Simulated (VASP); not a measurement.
HgTe, 2 atoms in the cell. Symmetry: I-4m2, No. 119, tetragonal system. The conventional cell has a = 4.559 Å, b = 4.559 Å, c = 6.383 Å, α = 90.00°, β = 90.00°, γ = 90.00°. Hg (site symmetry -4m2) has 4 Te at 2.78 Å within 3.7 Å. Te (site symmetry -4m2) has 4 Hg at 2.78 Å within 3.7 Å.  This cell differs from its parent crystal: zz strain of -1 %.

| Quantity | Value |
| --- | --- |
| Program | VASP 6.6.1 |
| Task | single point |
| Functional | LDA |
| Potentials or basis | VASP PAW LDA potentials, release 64 (Hg, Te) |
| Cutoff | 520 eV |
| k mesh | 11 × 11 × 11 |
| Occupations | fermi-dirac, width 0.03 eV |
| Spin | no spin polarisation |
| Dipole correction | no |
| Further INCAR settings | ALGO = Normal; EDIFF = 1e-06; NBANDS = 16 |

Potentials or basis: VASP PAW LDA potentials, release 64 (Hg, Te).

The run is started by

```bash
$ cat potpaw_LDA.64/Hg/POTCAR potpaw_LDA.64/Te/POTCAR > POTCAR
$ mpirun -np 1 vasp_std > vasp.out
```

Hardware: 1 thread of Intel Xeon 8259CL, with other jobs on the host.

Question: Estimate the wall time of this run.

Answer: It took 110 s on 1 thread of Intel Xeon 8259CL, on a shared host, peak memory 0.27 GiB. Counts: scf iterations 13, k points 126.
